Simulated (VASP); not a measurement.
# Rh (P6_3/mmc) in VASP: notebook

The runs below take Rh through single point, with PBEsol.

Program: VASP 6.6.1. These are calculated values, not measurements. Logs are shortened: lines on timing, memory, paths and dates and some standing lists are left out, and cuts for length are marked.

## Step 1: The cell of the first run

The structure is hexagonal, space group P6_3/mmc (No. 194). Conventional cell: a = 2.686 Å, b = 2.686 Å, c = 4.686 Å, α = 90.00°, β = 90.00°, γ = 120.00°. Within 3.5 Å of Rh (site symmetry -6m2) lie 12 Rh at 2.69 to 2.81 Å.

## Step 2: Single point, PBEsol (volume 14.638 Å^3 an atom, c/a of the conventional cell 1.7449)

INCAR

```
PREC     = Accurate       # precision mode
ENCUT    = 520            # plane-wave cutoff, eV
EDIFF    = 1E-6           # SCF threshold, eV
ISMEAR   = 0              # smearing method
SIGMA    = 0.15           # smearing width, eV
LREAL    = False          # projectors in reciprocal space
LASPH    = True           # aspherical terms in the spheres
NELM     = 80             # most SCF steps
ALGO     = Fast           # electronic algorithm
ISIF     = 2              # what is computed and relaxed
LWAVE    = False          # write WAVECAR
LCHARG   = True           # write CHGCAR
GGA      = PS             # functional
LELF     = True           # ELF
LVHAR    = True         
NBANDS   = 22             # bands
```

KPOINTS

```
Automatic mesh
0
Gamma
  21 21 12
```

POSCAR

```
Rh
1.0
    2.6857784699      0.0000000000      0.0000000000
   -1.3428892349      2.3259523838      0.0000000000
    0.0000000000      0.0000000000      4.6864148521
Rh
2
Direct
    0.6666666667      0.3333333333      0.7500000000
    0.3333333333      0.6666666667      0.2500000000
```

Potentials or basis: VASP PAW PBE potentials, release 64 (Rh_pv).

Run with:

```bash
cat potpaw_PBE.64/Rh_pv/POTCAR > POTCAR
mpirun -np 1 vasp_std > vasp.out
```

OUTCAR:

```text
PREC = Accurate
   ENCUT = 520
   EDIFF = 1E-6
   ISMEAR = 0
   LREAL = False
   LASPH = True
   NELM = 80
   ISIF = 2
   GGA = PS

 ion  position               nearest neighbor table
   1  0.667  0.333  0.750-   2 2.81   2 2.81   2 2.81   2 2.81   2 2.81   2 2.81
   2  0.333  0.667  0.250-   1 2.81   1 2.81   1 2.81   1 2.81   1 2.81   1 2.81

  LATTYP: Found a hexagonal cell.
 ALAT       =     2.6857784699
 C/A-ratio  =     1.7449000000

  Lattice vectors:

 A1 = (   2.6857784699,   0.0000000000,   0.0000000000)
 A2 = (  -1.3428892349,   2.3259523838,   0.0000000000)
 A3 = (   0.0000000000,   0.0000000000,   4.6864148521)

Analysis of symmetry for initial positions (statically):
=====================================================================
 Subroutine PRICEL returns:
 Original cell was already a primitive cell.

 Routine SETGRP: Setting up the symmetry group for a
 hexagonal supercell.

 Subroutine GETGRP returns: Found 24 space group operations
 (whereof 12 operations were pure point group operations)
 out of a pool of 24 trial point group operations.

The static configuration has the point symmetry D_3d.
 The point group associated with its full space group is D_6h.

Analysis of symmetry for dynamics (positions and initial velocities):
=====================================================================
 Subroutine PRICEL returns:
 Original cell was already a primitive cell.

 Routine SETGRP: Setting up the symmetry group for a
 hexagonal supercell.

 Subroutine GETGRP returns: Found 24 space group operations
 (whereof 12 operations were pure point group operations)
 out of a pool of 24 trial point group operations.

The dynamic configuration has the point symmetry D_3d.
 The point group associated with its full space group is D_6h.

 Subroutine INISYM returns: Found 24 space group operations
 (whereof 12 operations are pure point group operations),
 and found     1 'primitive' translations

----------------------------------------------------------------------------------------

                                     Primitive cell

  volume of cell :      29.2760

  direct lattice vectors                    reciprocal lattice vectors
     2.685778470  0.000000000  0.000000000     0.372331527  0.214965708  0.000000000
    -1.342889235  2.325952384  0.000000000     0.000000000  0.429931415  0.000000000
     0.000000000  0.000000000  4.686414852     0.000000000  0.000000000  0.213382731

  length of vectors
     2.685778470  2.685778470  4.686414852     0.429931415  0.429931415  0.213382731

  position of ions in fractional coordinates (direct lattice)
     0.666666667  0.333333333  0.750000000
     0.333333333  0.666666667  0.250000000

  ion indices of the primitive-cell ions
   primitive index   ion index
                 1           1
                 2           2

----------------------------------------------------------------------------------------

 KPOINTS: Automatic mesh

Automatic generation of k-mesh.
 Grid dimensions read from file:
 generate k-points for:   21   21   12

 Generating k-lattice:

  Cartesian coordinates                     Fractional coordinates (reciprocal lattice)
     0.017730073  0.010236462  0.000000000     0.047619048  0.000000000  0.000000000
     0.000000000  0.020472925  0.000000000     0.000000000  0.047619048  0.000000000
     0.000000000  0.000000000  0.017781894     0.000000000  0.000000000  0.083333333

  Length of vectors
     0.020472925  0.020472925  0.017781894

  Shift w.r.t. Gamma in fractional coordinates (k-lattice)
     0.000000000  0.000000000  0.000000000

 Subroutine IBZKPT returns following result:
 ===========================================

 Found    336 irreducible k-points:

 Following reciprocal coordinates:
            Coordinates               Weight
  0.000000  0.000000  0.000000      1.000000
  0.047619  0.000000  0.000000      6.000000
  0.095238  0.000000  0.000000      6.000000
  0.142857 -0.000000  0.000000      6.000000
  0.190476  0.000000  0.000000      6.000000
  0.238095 -0.000000  0.000000      6.000000
[... 16 lines left out ...]
  0.142857  0.095238  0.000000     12.000000
  0.190476  0.095238  0.000000     12.000000
 [... further k-points ...]
   k-points           NKPTS =    336   k-points in BZ     NKDIM =    336   number of bands    NBANDS=     22
   number of dos      NEDOS =    301   number of ions     NIONS =      2
   total plane-waves  NPLWV =  14400
   dimension x,y,z NGX =    20 NGY =   20 NGZ =   36
   dimension x,y,z NGXF=    40 NGYF=   40 NGZF=   72
   ions per type =               2
   NGX,Y,Z   is equivalent  to a cutoff of  12.38, 12.38, 12.77 a.u.
   NGXF,Y,Z  is equivalent  to a cutoff of  24.76, 24.76, 25.54 a.u.
 SYSTEM =  unknown system
   PREC   = accura    normal or accurate (medium, high low for compatibility)
   ISTART =      0    job   : 0-new  1-cont  2-samecut
   ICHARG =      2    charge: 1-file 2-atom 10-const
   ISPIN  =      1    spin polarized calculation?
   LNONCOLLINEAR =      F non collinear calculations
   LSORBIT =      F    spin-orbit coupling
   LASPH  =      T    aspherical Exc in radial PAW
   ENCUT  =  520.0 eV  38.22 Ry    6.18 a.u.   4.99  4.99  8.71*2*pi/ulx,y,z
   NELM   =     80;   NELMIN=  2; NELMDL= -5     # of ELM steps
   EDIFF  = 0.1E-05   stopping-criterion for ELM
   LREAL  =      F    real-space projection
   EDIFFG = 0.1E-04   stopping-criterion for IOM
   NSW    =      0    number of steps for IOM
   IBRION =     -1    ionic relax: 0-MD 1-quasi-New 2-CG
   NFREE  =      0    steps in history (QN), initial steepest desc. (CG)
   ISIF   =      2    stress and relaxation
   ISYM   =      2    0-nonsym 1-usesym 2-fastsym
   POTIM  = 0.5000    time-step for ionic-motion
   TEBEG  =    0.0;   TEEND  =   0.0 temperature during run
   PSTRESS=    0.0 pullay stress
   NELECT =      30.0000    total number of electrons
   NUPDOWN=      -1.0000    fix difference up-down
   EMIN   =  10.00;   EMAX   =-10.00  energy-range for DOS
   EFERMI =   0.00;   METHOD = LEGACY
   ISMEAR =     0;   SIGMA  =   0.15  broadening in eV -4-tet -1-fermi 0-gaus
   EFERMI_NEDOS =   21; number of points for ismear=-14 and -15
   IALGO  =     68    algorithm
   IMIX   =      4    mixing-type and parameters
     AMIX     =   0.40;   BMIX     =  1.00
     AMIX_MAG =   1.60;   BMIX_MAG =  1.00
  volume/ion in A,a.u.               =      14.64        98.78
  Fermi-wavevector in a.u.,A,eV,Ry     =   1.650484  3.118963 37.063599  2.724098
  Thomas-Fermi vector in A             =   2.739426
   LORBIT       =      0    0 simple, 1 ext, 2 COOP (PROOUT), +10 PAW based schemes
   GGA     = PS    functional components
   LHFCALC =     F    Hartree Fock is set to
   AEXX    =    0.0000 exact exchange contribution
   IVDW    =     0    specifies the selected vdW correction
   LEPSILON=     F    determine dielectric tensor
   LRPA    =     F    only Hartree local field effects (RPA)
 non-spin polarized calculation
 RMM-DIIS sequential band-by-band and
 Gauss-broadening in eV      SIGMA  =   0.15
  energy-cutoff  :      520.00
  volume of cell :       29.28
 maximum number of plane-waves:       825
 NGX is ok and might be reduce to    20
   NGX =  9   NGY =  9   NGZ = 17

 number of electron      30.0000001 magnetization

 Free energy of the ion-electron system (eV)
  ---------------------------------------------------
  ext. energy  EPLUGINS =         0.00000000
  ---------------------------------------------------
  free energy    TOTEN  =       -15.99854567 eV

  energy without entropy =      -15.95916747  energy(sigma->0) =      -15.97885657

 E-fermi :  10.6635     XC(G=0): -13.8116

 val. band max:       10.6631868807   @ k =   0.1905   0.0476   0.3333
 cond. band min:      10.6643270011   @ k =   0.2381   0.1905   0.0833
 fundamental gap:      0.0011401205
 Fermi energy:        10.6635397706

 k-point     1 :       0.0000    0.0000    0.0000
  band No.  band energies     occupation
      1     -36.0605      2.00000
      2     -35.6172      2.00000
      3     -35.6172      2.00000
      4     -35.5692      2.00000
      5     -35.5615      2.00000
      6     -35.5615      2.00000
[... 14 lines left out ...]
     21      27.5588      0.00000
     22      29.1913      0.00000

 k-point     2 :       0.0476    0.0000    0.0000
  band No.  band energies     occupation
      1     -36.0563      2.00000
      2     -35.6299      2.00000
      3     -35.6208      2.00000
      4     -35.5745      2.00000
      5     -35.5699      2.00000
      6     -35.5640      2.00000
[... 14 lines left out ...]
     21      27.6778      0.00000
     22      29.2784      0.00000

 k-point     3 :       0.0952    0.0000    0.0000
  band No.  band energies     occupation
      1     -36.0440      2.00000
      2     -35.6669      2.00000
      3     -35.6314      2.00000
      4     -35.6121      2.00000
      5     -35.5723      2.00000
      6     -35.5712      2.00000
[... 14 lines left out ...]
     21      28.0148      0.00000
     22      29.4236      0.00000

 k-point     4 :       0.1429   -0.0000    0.0000
  band No.  band energies     occupation
      1     -36.0243      2.00000
      2     -35.7249      2.00000
      3     -35.6706      2.00000
      4     -35.6477      2.00000
      5     -35.5826      2.00000
      6     -35.5765      2.00000
[... 14 lines left out ...]
     21      28.4901      0.00000
     22      29.3845      0.00000

 k-point     5 :       0.1905    0.0000    0.0000
  band No.  band energies     occupation
      1     -35.9983      2.00000
      2     -35.7986      2.00000
      3     -35.7441      2.00000
      4     -35.6681      2.00000
      5     -35.5974      2.00000
      6     -35.5828      2.00000
[... 417 lines left out ...]
 k-point    22 :       0.0952    0.0952    0.0000
  band No.  band energies     occupation
      1     -36.0129      2.00000
      2     -35.7491      2.00000
      3     -35.7135      2.00000
      4     -35.6484      2.00000
      5     -35.5960      2.00000
      6     -35.5792      2.00000
[... 14 lines left out ...]
     21      28.3909      0.00000
     22      28.7909      0.00000

 k-point    23 :       0.1429    0.0952    0.0000
  band No.  band energies     occupation
      1     -35.9875      2.00000
      2     -35.8133      2.00000
      3     -35.7805      2.00000
      4     -35.6720      2.00000
      5     -35.6152      2.00000
      6     -35.5857      2.00000
[... 14 lines left out ...]
     21      27.3743      0.00000
     22      28.9589      0.00000

 k-point    24 :       0.1905    0.0952    0.0000
  band No.  band energies     occupation
      1     -35.9572      2.00000
      2     -35.8882      2.00000
      3     -35.8518      2.00000
      4     -35.6999      2.00000
      5     -35.6358      2.00000
      6     -35.5947      2.00000
[... 14 lines left out ...]
     21      26.5623      0.00000
     22      28.0416      0.00000

 [... further k-points ...]

------------------------ aborting loop because EDIFF is reached ----------------------------------------

  FORCE on cell =-STRESS in cart. coord.  units (eV):
  Direction    XX          YY          ZZ          XY          YZ          ZX
  --------------------------------------------------------------------------------------
  -------------------------------------------------------------------------------------
  Total       -2.1230193     -2.1230193     -5.1805815     -0.0000000      0.0000000      0.0000000
  in kB     -116.1857263   -116.1857263   -283.5158548     -0.0000000      0.0000000      0.0000000
  external PRESSURE =    -171.9624358 kB  Pullay stress =       0.0000000 kB

 VOLUME and BASIS-vectors are now :
 -----------------------------------------------------------------------------
  energy-cutoff  :      520.00
  volume of cell :       29.28
      direct lattice vectors                 reciprocal lattice vectors
     2.685778470  0.000000000  0.000000000     0.372331527  0.214965708  0.000000000
    -1.342889235  2.325952384  0.000000000     0.000000000  0.429931415  0.000000000
     0.000000000  0.000000000  4.686414852     0.000000000  0.000000000  0.213382731

 POSITION                                       TOTAL-FORCE (eV/Angst)
 -----------------------------------------------------------------------------------
      1.34289      0.77532      3.51481        -0.000000      0.000000      0.000000
     -0.00000      1.55063      1.17160         0.000000      0.000000      0.000000
 -----------------------------------------------------------------------------------
    total drift:                               -0.000000      0.000000     -0.000000

  FREE ENERGIE OF THE ION-ELECTRON SYSTEM (eV)
  ---------------------------------------------------
  free  energy   TOTEN  =       -15.9985456747 eV

  energy  without entropy=      -15.9591674682  energy(sigma->0) =      -15.97885657
```

Run time: 86 s. Hardware: 1 thread of Intel Xeon 6975P-C (Granite Rapids), shared host; peak memory 0.27 GiB.

What came out:

```yaml
Free_energy: -15.9985 eV
Pressure: -17.2 GPa
Band_gap_on_the_k_mesh: zero (band 15 reaches 11.51 eV, above the bottom of band 16 at 9.17 eV)
```

Stress tensor (GPa, compression positive):
```
-11.62   0.00   0.00
  0.00 -11.62   0.00
  0.00   0.00 -28.35
```

Caveat: the PAW data sets were made with another functional, which shifts forces and pressure a little.

(Continued in part 2 of 2.)
